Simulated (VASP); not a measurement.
# Ti (I4/mmm) in VASP: a series of runs, part 2 of 2

VASP 6.6.1. Earlier steps stand in the parts before.

**3. Single point, PBE (20.01 Å³/atom)**

INCAR reads:

```
SYSTEM = Ti
PREC = Accurate ; ENCUT = 520
EDIFF = 1E-6 ; ISMEAR = 0
SIGMA = 0.15 ; LREAL = .False.
LASPH = .True. ; NELM = 100
ALGO = Fast ; ISIF = 2
LWAVE = .False. ; LCHARG = .False.
GGA = PE ; NBANDS = 12
```

KPOINTS reads:

```
regular mesh
0
Gamma
  22 22 22
  0 0 0
```

POSCAR reads:

```
Ti
1.0
   -1.7533071406      1.7533071406      1.6270690264
    1.7533071406     -1.7533071406      1.6270690264
    1.7533071406      1.7533071406     -1.6270690264
Ti
1
Direct
    0.0000000000      0.0000000000      0.0000000000
```

Potentials or basis: VASP PAW PBE potentials, release 64 (Ti_sv).

On the command line:

```
cat potpaw_PBE.64/Ti_sv/POTCAR > POTCAR
mpirun -np 1 vasp_std > vasp.out
```

OUTCAR:

```text
SYSTEM = Ti
   PREC = Accurate
   ENCUT = 520
   EDIFF = 1E-6
   ISMEAR = 0
   LREAL = .False.
   LASPH = .True.
   NELM = 100
   ISIF = 2
   GGA = PE

 ion  position               nearest neighbor table
   1  0.000  0.000  0.000-

  LATTYP: Found a body centered tetragonal cell.
 ALAT       =     3.5066142812
 C/A-ratio  =     0.9280000000

  Lattice vectors:

 A1 = (  -1.7533071406,   1.7533071406,   1.6270690264)
 A2 = (   1.7533071406,  -1.7533071406,   1.6270690264)
 A3 = (   1.7533071406,   1.7533071406,  -1.6270690264)

Analysis of symmetry for initial positions (statically):
=====================================================================
 Subroutine PRICEL returns:
 Original cell was already a primitive cell.

 Routine SETGRP: Setting up the symmetry group for a
 body centered tetragonal supercell.

 Subroutine GETGRP returns: Found 16 space group operations
 (whereof 16 operations were pure point group operations)
 out of a pool of 16 trial point group operations.

The static configuration has the point symmetry D_4h.

Analysis of symmetry for dynamics (positions and initial velocities):
[... 172 lines left out ...]
      5       1.0799      2.00000
      6       7.2607      0.00000
      7       7.7264      0.00000
      8       7.7264      0.00000
      9       8.7142      0.00000
     10       9.2511      0.00000
     11      22.6970      0.00000
     12      22.6970      0.00000
[... 331 lines left out ...]
 k-point    24 :      -0.4545    0.0455    0.0000
  band No.  band energies     occupation
      1     -50.0577      2.00000
      2     -26.5148      2.00000
      3     -26.2510      2.00000
      4     -26.1336      2.00000
      5       4.5126      2.00000
      6       6.3049      1.99987
      7       7.3377      0.00000
      8       9.0108      0.00000
      9       9.4330      0.00000
     10      10.1333      0.00000
     11      14.7976      0.00000
     12      19.0116      0.00000

 [... further k-points ...]

------------------------ aborting loop because EDIFF is reached ----------------------------------------

  FORCE on cell =-STRESS in cart. coord.  units (eV):
  Direction    XX          YY          ZZ          XY          YZ          ZX
  --------------------------------------------------------------------------------------
  -------------------------------------------------------------------------------------
  Total       -1.4325111     -1.4325111     -1.6795245      0.0000000      0.0000000      0.0000000
  in kB     -114.7166901   -114.7166901   -134.4977283      0.0000000      0.0000000      0.0000000
  external PRESSURE =    -121.3103695 kB  Pullay stress =       0.0000000 kB

 VOLUME and BASIS-vectors are now :
 -----------------------------------------------------------------------------
  energy-cutoff  :      520.00
  volume of cell :       20.01
      direct lattice vectors                 reciprocal lattice vectors
    -1.753307141  1.753307141  1.627069026     0.000000000  0.285175363  0.307301038
     1.753307141 -1.753307141  1.627069026     0.285175363  0.000000000  0.307301038
     1.753307141  1.753307141 -1.627069026     0.285175363  0.285175363  0.000000000

 POSITION                                       TOTAL-FORCE (eV/Angst)
 -----------------------------------------------------------------------------------
      0.00000      0.00000      0.00000         0.000000      0.000000      0.000000
 -----------------------------------------------------------------------------------
    total drift:                                0.000000      0.000000     -0.000000

  FREE ENERGIE OF THE ION-ELECTRON SYSTEM (eV)
  ---------------------------------------------------
  free  energy   TOTEN  =        -7.6273755594 eV

  energy  without entropy=       -7.5964133095  energy(sigma->0) =       -7.61189443
```

Run time: 96 s. Hardware: 1 thread of Intel Xeon 6975P-C (Granite Rapids), shared host; peak memory 0.3 GiB.

What came out:

```
Free energy            : -7.6274 eV
Pressure               : -12.1 GPa
Band gap on the k mesh : zero (bands 6 and 7 overlap by 1.31 eV)
```

Stress tensor (GPa, compression positive):
```
-11.47   0.00   0.00
  0.00 -11.47   0.00
  0.00   0.00 -13.45
```

Caveat: the cell stands under tension.

**4. Single point, PBE (20.01 Å³/atom)**

INCAR reads:

```
ALGO     = Fast           # electronic algorithm
EDIFF    = 1E-7           # SCF threshold, eV
ENCUT    = 520            # plane-wave cutoff, eV
GGA      = PE             # functional
ISIF     = 2              # what is computed and relaxed
ISMEAR   = 0              # smearing method
LASPH    = T              # aspherical terms in the spheres
LCHARG   = T              # write CHGCAR
LELF     = T              # ELF
LREAL    = F              # projectors in reciprocal space
LVHAR    = T            
LWAVE    = F              # write WAVECAR
NBANDS   = 12             # bands
NELM     = 100            # most SCF steps
PREC     = Accurate       # precision mode
SIGMA    = 0.15           # smearing width, eV
```

KPOINTS reads:

```
k-points
0
Gamma
  22 22 22
```

POSCAR reads:

```
Ti
1.0
   -1.5870362452      1.5870362452      1.9858584536
    1.5870362452     -1.5870362452      1.9858584536
    1.5870362452      1.5870362452     -1.9858584536
Ti
1
Direct
    0.0000000000      0.0000000000      0.0000000000
```

On the command line:

```
cat potpaw_PBE.64/Ti_sv/POTCAR > POTCAR
mpirun -np 1 vasp_std > vasp.out
```

Run time: 1.9 min. Hardware: 1 thread of Intel Xeon 6975P-C (Granite Rapids), shared host; peak memory 0.3 GiB.

The run converged. Its results:

| Item | Value |
| --- | --- |
| Free energy | -7.6619 eV |
| Pressure | -11.9 GPa |
| Band gap on the k mesh | zero (bands 6 and 7 overlap by 1.22 eV) |

Stress tensor (GPa, compression positive):
```
-12.83   0.00   0.00
  0.00 -12.83   0.00
  0.00   0.00  -9.89
```

Levels at points of the mesh, in eV from the Fermi level:
```csv
k point,band 4,band 5,band 6,band 7,band 8,band 9
"(0.00, 0.00, 0.00)",-32.92,-5.70,0.62,0.62,1.34,1.67
"(0.50, 0.00, 0.00)",-32.94,-2.25,0.28,0.44,1.21,2.80
"(0.50, 0.50, 0.00)",-33.01,-2.14,-1.17,1.70,2.91,2.93
"(0.50, 0.50, 0.50)",-33.14,-1.99,-1.49,3.01,3.24,3.24
```

Caveat: the cell stands under tension.

**5. Single point, PBE (20.01 Å³/atom)**

INCAR reads:

```
PREC     = Accurate       # precision mode
ENCUT    = 520            # plane-wave cutoff, eV
EDIFF    = 1E-6           # SCF threshold, eV
ISMEAR   = 0              # smearing method
SIGMA    = 0.15           # smearing width, eV
LREAL    = False          # projectors in reciprocal space
LASPH    = True           # aspherical terms in the spheres
NELM     = 60             # most SCF steps
ALGO     = Fast           # electronic algorithm
ISIF     = 2              # what is computed and relaxed
LWAVE    = False          # write WAVECAR
LCHARG   = True           # write CHGCAR
GGA      = PE             # functional
LELF     = True           # ELF
LVHAR    = True         
NBANDS   = 12             # bands
```

KPOINTS reads:

```
regular mesh
0
Gamma
  22 22 22
```

POSCAR reads:

```
Ti
1.0
   -1.6680976327      1.6680976327      1.7975420090
    1.6680976327     -1.6680976327      1.7975420090
    1.6680976327      1.6680976327     -1.7975420090
Ti
1
Direct
    0.0000000000      0.0000000000      0.0000000000
```

On the command line:

```
cat potpaw_PBE.64/Ti_sv/POTCAR > POTCAR
mpirun -np 1 vasp_std > vasp.out
```

Run time: 91 s. Hardware: 1 thread of Intel Xeon 6975P-C (Granite Rapids), shared host; peak memory 0.31 GiB.

The run converged. Its results:

```yaml
Free_energy: -7.6264 eV
Pressure: -12.1 GPa
Band_gap_on_the_k_mesh: zero (bands 6 and 7 overlap by 1.37 eV)
```

Stress tensor (GPa, compression positive):
```
-12.72   0.00   0.00
  0.00 -12.72   0.00
  0.00   0.00 -10.85
```

Levels at points of the mesh, in eV from the Fermi level:
| k point | band 3 | band 4 | band 5 | band 6 | band 7 | band 8 | band 9 | band 10 |
| --- | --- | --- | --- | --- | --- | --- | --- | --- |
| (0.00, 0.00, 0.00) | -32.84 | -32.83 | -5.63 | 0.72 | 0.72 | 1.13 | 2.03 | 2.50 |
| (0.50, 0.00, 0.00) | -32.96 | -32.83 | -2.16 | -0.11 | 0.65 | 1.98 | 2.61 | 3.47 |
| (0.50, 0.50, 0.00) | -32.98 | -32.86 | -2.12 | -0.63 | 1.08 | 2.58 | 2.70 | 3.55 |
| (0.50, 0.50, 0.50) | -33.11 | -33.11 | -1.78 | -1.61 | 3.17 | 3.27 | 3.27 | 6.05 |

Caveat: the cell stands under tension.

**6. Overview**

| cell | further INCAR settings | gap on the mesh (eV) | pressure (GPa) |
| --- | --- | --- | --- |
| a = 2.976 Å, angles 105.7, 105.7, 117.3°, 1 atom | ALGO = Fast; EDIFF = 1e-06; NBANDS = 12 | none | -12.1 |
| a = 2.966 Å, angles 107.5, 107.5, 113.5°, 1 atom | ALGO = Fast; EDIFF = 1e-06; NBANDS = 12 | none | -12.1 |
| a = 2.997 Å, angles 116.0, 116.0, 97.0°, 1 atom | ALGO = Fast; EDIFF = 1e-07; NBANDS = 12 | none | -11.9 |
| a = 2.966 Å, angles 111.6, 111.6, 105.4°, 1 atom | ALGO = Fast; EDIFF = 1e-06; NBANDS = 12 | none | -12.1 |

Alike in all rows: task single point; level PBE; potentials or basis VASP PAW PBE potentials, release 64 (Ti_sv); no spin polarisation; k mesh 22 × 22 × 22; cutoff (eV) 520; smearing gaussian 0.15 eV.

Caveats: the cell stands under tension.

Total energies depend on the potentials used, so only differences within one code and one set of settings carry meaning.
